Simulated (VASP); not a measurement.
# PtS2 (P1) in VASP: single point with PBE

Aim: the single point of PtS2 with PBE.

Everything below comes from runs of VASP 6.6.1. Logs are shortened: lines on timing, memory, paths and dates and some standing lists are left out, and cuts for length are marked.

### 1 The cell of the first run

The typed cell holds 3 atoms: a = 3.543 Å, b = 3.543 Å, c = 5.039 Å, α = 90.00°, β = 90.00°, γ = 120.00°.

### 2 Single point, PBE (all Pt atoms moved +0.062 Å, as atom 1 along Cartesian [1 1 0])

File INCAR:

```
SYSTEM = PtS2
PREC     = Accurate       ! precision mode
ENCUT    = 520            ! plane-wave cutoff, eV
EDIFF    = 1E-6           ! SCF threshold, eV
ISMEAR   = 0              ! smearing method
SIGMA    = 0.05           ! smearing width, eV
LREAL    = .False.        ! projectors in reciprocal space
LASPH    = .True.         ! aspherical terms in the spheres
NELM     = 60             ! most SCF steps
ALGO     = Normal         ! electronic algorithm
ISIF     = 2              ! what is computed and relaxed
LWAVE    = .False.        ! write WAVECAR
LCHARG   = .False.        ! write CHGCAR
GGA      = PE             ! functional
NBANDS   = 18             ! bands
```

File KPOINTS:

```
Automatic mesh
0
Gamma
  12 12 8
  0 0 0
```

File POSCAR:

```
PtS2
1.0
    3.5431994758      0.0000000000      0.0000000000
   -1.7715997379      3.0685007567      0.0000000000
    0.0000000000      0.0000000000      5.0388000000
Pt S
1 2
Direct
    0.0196742217      0.0144025299      0.0000000000
    0.3333333333      0.6666666667      0.2500000000
    0.6666666667      0.3333333333      0.7500000000
```

Potentials or basis: VASP PAW PBE potentials, release 64 (Pt, S).

Launch:

```bash
> cat potpaw_PBE.64/Pt/POTCAR potpaw_PBE.64/S/POTCAR > POTCAR
> mpirun -np 1 vasp_std > vasp.out
```

OUTCAR:

```text
SYSTEM = PtS2
   PREC = Accurate
   ENCUT = 520
   EDIFF = 1E-6
   ISMEAR = 0
   LREAL = .False.
   LASPH = .True.
   NELM = 60
   ISIF = 2
   GGA = PE

 ion  position               nearest neighbor table
   1  0.020  0.014  0.000-   3 2.35   2 2.37   2 2.39   3 2.42   3 2.44   2 2.45
   2  0.333  0.667  0.250-   1 2.37   1 2.39   1 2.45
   3  0.667  0.333  0.750-   1 2.35   1 2.42   1 2.44

  LATTYP: Found a hexagonal cell.
 ALAT       =     3.5431994758
 C/A-ratio  =     1.4221045229

  Lattice vectors:

 A1 = (   3.5431994758,   0.0000000000,   0.0000000000)
 A2 = (  -1.7715997379,   3.0685007567,   0.0000000000)
 A3 = (   0.0000000000,   0.0000000000,   5.0388000000)

Analysis of symmetry for initial positions (statically):
=====================================================================
 Subroutine PRICEL returns:
 Original cell was already a primitive cell.

 Routine SETGRP: Setting up the symmetry group for a
 hexagonal supercell.

 Subroutine GETGRP returns: Found  1 space group operations
 (whereof  1 operations were pure point group operations)
 out of a pool of 24 trial point group operations.

The static configuration has the point symmetry C_1 .

Analysis of symmetry for dynamics (positions and initial velocities):
=====================================================================
 Subroutine PRICEL returns:
 Original cell was already a primitive cell.

 Routine SETGRP: Setting up the symmetry group for a
 hexagonal supercell.

 Subroutine GETGRP returns: Found  1 space group operations
 (whereof  1 operations were pure point group operations)
 out of a pool of 24 trial point group operations.

The dynamic configuration has the point symmetry C_1 .

 Subroutine INISYM returns: Found  1 space group operations
 (whereof  1 operations are pure point group operations),
 and found     1 'primitive' translations

----------------------------------------------------------------------------------------

                                     Primitive cell

  volume of cell :      54.7834

  direct lattice vectors                    reciprocal lattice vectors
     3.543199476  0.000000000  0.000000000     0.282230794  0.162946025  0.000000000
    -1.771599738  3.068500757  0.000000000     0.000000000  0.325892049  0.000000000
     0.000000000  0.000000000  5.038800000     0.000000000  0.000000000  0.198459951

  length of vectors
     3.543199476  3.543199476  5.038800000     0.325892049  0.325892049  0.198459951

  position of ions in fractional coordinates (direct lattice)
[... 81 lines left out ...]
   EDIFF  = 0.1E-05   stopping-criterion for ELM
   LREAL  =      F    real-space projection
   EDIFFG = 0.1E-04   stopping-criterion for IOM
   NSW    =      0    number of steps for IOM
   IBRION =     -1    ionic relax: 0-MD 1-quasi-New 2-CG
   NFREE  =      0    steps in history (QN), initial steepest desc. (CG)
   ISIF   =      2    stress and relaxation
   ISYM   =      2    0-nonsym 1-usesym 2-fastsym
   POTIM  = 0.5000    time-step for ionic-motion
   TEBEG  =    0.0;   TEEND  =   0.0 temperature during run
   PSTRESS=    0.0 pullay stress
   NELECT =      22.0000    total number of electrons
   NUPDOWN=      -1.0000    fix difference up-down
   EMIN   =  10.00;   EMAX   =-10.00  energy-range for DOS
   EFERMI =   0.00;   METHOD = LEGACY
   ISMEAR =     0;   SIGMA  =   0.05  broadening in eV -4-tet -1-fermi 0-gaus
   EFERMI_NEDOS =   21; number of points for ismear=-14 and -15
   IALGO  =     38    algorithm
   IMIX   =      4    mixing-type and parameters
     AMIX     =   0.40;   BMIX     =  1.00
     AMIX_MAG =   1.60;   BMIX_MAG =  1.00
  volume/ion in A,a.u.               =      18.26       123.23
  Fermi-wavevector in a.u.,A,eV,Ry     =   1.207812  2.282434 19.848319  1.458810
  Thomas-Fermi vector in A             =   2.343439
   LORBIT       =      0    0 simple, 1 ext, 2 COOP (PROOUT), +10 PAW based schemes
   GGA     = PE    functional components
   LHFCALC =     F    Hartree Fock is set to
   AEXX    =    0.0000 exact exchange contribution
   IVDW    =     0    specifies the selected vdW correction
   LEPSILON=     F    determine dielectric tensor
   LRPA    =     F    only Hartree local field effects (RPA)
 non-spin polarized calculation
 Gauss-broadening in eV      SIGMA  =   0.05
  energy-cutoff  :      520.00
  volume of cell :       54.78
 maximum number of plane-waves:      1507
   NGX = 13   NGY = 13   NGZ = 19

 number of electron      21.9999999 magnetization

 Free energy of the ion-electron system (eV)
  ---------------------------------------------------
  ext. energy  EPLUGINS =         0.00000000
  ---------------------------------------------------
  free energy    TOTEN  =       -15.33251236 eV

  energy without entropy =      -15.33251236  energy(sigma->0) =      -15.33251236

 E-fermi :   7.0702     XC(G=0): -10.6934

 val. band max:        6.8419170707   @ k =   0.0000   0.0000   0.0000
 cond. band min:       7.4106688848   @ k =   0.2500  -0.2500   0.3750
 fundamental gap:      0.5687518141
 Fermi energy:         7.0701702564

 k-point     1 :       0.0000    0.0000    0.0000
  band No.  band energies     occupation
      1      -8.3978      2.00000
      2      -5.5843      2.00000
      3      -0.2105      2.00000
      4       0.4181      2.00000
      5       0.4202      2.00000
      6       3.0212      2.00000
[... 481 lines left out ...]
      5       0.8429      2.00000
      6       2.1175      2.00000
[... 10 lines left out ...]
     17      15.9199      0.00000
     18      16.2582      0.00000

 [... further k-points ...]

------------------------ aborting loop because EDIFF is reached ----------------------------------------

  FORCE on cell =-STRESS in cart. coord.  units (eV):
  Direction    XX          YY          ZZ          XY          YZ          ZX
  --------------------------------------------------------------------------------------
  -------------------------------------------------------------------------------------
  Total        1.0571478      1.0568574      0.1413817      0.0373960     -0.0000241     -0.0685165
  in kB       30.9169984     30.9085066      4.1348044      1.0936716     -0.0007061     -2.0038123
  external PRESSURE =      21.9867698 kB  Pullay stress =       0.0000000 kB

 VOLUME and BASIS-vectors are now :
 -----------------------------------------------------------------------------
  energy-cutoff  :      520.00
  volume of cell :       54.78
      direct lattice vectors                 reciprocal lattice vectors
     3.543199476  0.000000000  0.000000000     0.282230794  0.162946025  0.000000000
    -1.771599738  3.068500757  0.000000000     0.000000000  0.325892049  0.000000000
     0.000000000  0.000000000  5.038800000     0.000000000  0.000000000  0.198459951

 POSITION                                       TOTAL-FORCE (eV/Angst)
 -----------------------------------------------------------------------------------
      0.04419      0.04419      0.00000        -0.711832     -0.711815      0.002622
     -0.00000      2.04567      1.25970         0.328618      0.355897     -0.333842
      1.77160      1.02283      3.77910         0.383214      0.355918      0.331220
 -----------------------------------------------------------------------------------
    total drift:                               -0.000006      0.000002     -0.000001

  FREE ENERGIE OF THE ION-ELECTRON SYSTEM (eV)
  ---------------------------------------------------
  free  energy   TOTEN  =       -15.3325123570 eV

  energy  without entropy=      -15.3325123570  energy(sigma->0) =      -15.33251236
```

OSZICAR:

```text
N       E                     dE             d eps       ncg     rms          rms(c)
DAV:   1     0.110368990886E+03    0.11037E+03   -0.10402E+04 21184   0.109E+03
DAV:   2    -0.112728622135E+02   -0.12164E+03   -0.11766E+03 25458   0.219E+02
DAV:   3    -0.165943670078E+02   -0.53215E+01   -0.52759E+01 26562   0.463E+01
DAV:   4    -0.166499616234E+02   -0.55595E-01   -0.55563E-01 27612   0.524E+00
DAV:   5    -0.166507941707E+02   -0.83255E-03   -0.83248E-03 27026   0.628E-01    0.177E+01
DAV:   6    -0.156081312885E+02    0.10427E+01   -0.60145E+00 21704   0.243E+01    0.119E+01
DAV:   7    -0.153487867850E+02    0.25934E+00   -0.11876E+00 21534   0.111E+01    0.579E+00
DAV:   8    -0.153356538485E+02    0.13133E-01   -0.67335E-02 23368   0.175E+00    0.121E+00
DAV:   9    -0.153322677909E+02    0.33861E-02   -0.89850E-03 25214   0.999E-01    0.226E-01
DAV:  10    -0.153324575906E+02   -0.18980E-03   -0.15080E-03 25876   0.247E-01    0.913E-02
DAV:  11    -0.153325071620E+02   -0.49571E-04   -0.64307E-05 25826   0.628E-02    0.489E-02
DAV:  12    -0.153325106844E+02   -0.35224E-05   -0.90460E-06 25232   0.267E-02    0.120E-02
DAV:  13    -0.153325121132E+02   -0.14287E-05   -0.13168E-06 21044   0.810E-03    0.451E-03
DAV:  14    -0.153325123570E+02   -0.24383E-06   -0.29222E-07 17362   0.389E-03
   1 F= -.15332512E+02 E0= -.15332512E+02  d E =-.217937E-13
```

stdout:

```text
POSCAR found type information on POSCAR PtS
 POSCAR found :  2 types and       3 ions
 scaLAPACK will be used
 LDA part: xc-table for (Slater+PW92), standard interpolation
 POSCAR, INCAR and KPOINTS ok, starting setup
 FFT: planning ... GRIDC
 FFT: planning ... GRID_SOFT
 FFT: planning ... GRID
 WAVECAR not read
 entering main loop
```

Run time: 11 min. Hardware: 1 thread of Intel Xeon 6975P-C, shared host; peak memory 0.61 GiB.

Results:

| Item | Value |
| --- | --- |
| Free energy | -15.3325 eV |
| Pressure | 2.2 GPa |
| Largest force | 1.007 eV/Å |
| Band gap on the k mesh | 0.57 eV, indirect (least direct gap 0.80 eV) |

Forces in eV/Å, atoms in the order of the input:
```
Pt  -0.712 -0.712  0.003
S    0.329  0.356 -0.334
S    0.383  0.356  0.331
```

Caveat: the cell differs from its parent crystal (all Pt atoms moved +0.062 Å, as atom 1 along Cartesian [1 1 0]); spin-orbit coupling is left out, which moves the levels of the heavy elements; forces of over 1 eV/Å act on the atoms, so gaps and moduli don't describe the material at rest. A k mesh can miss the band edges.
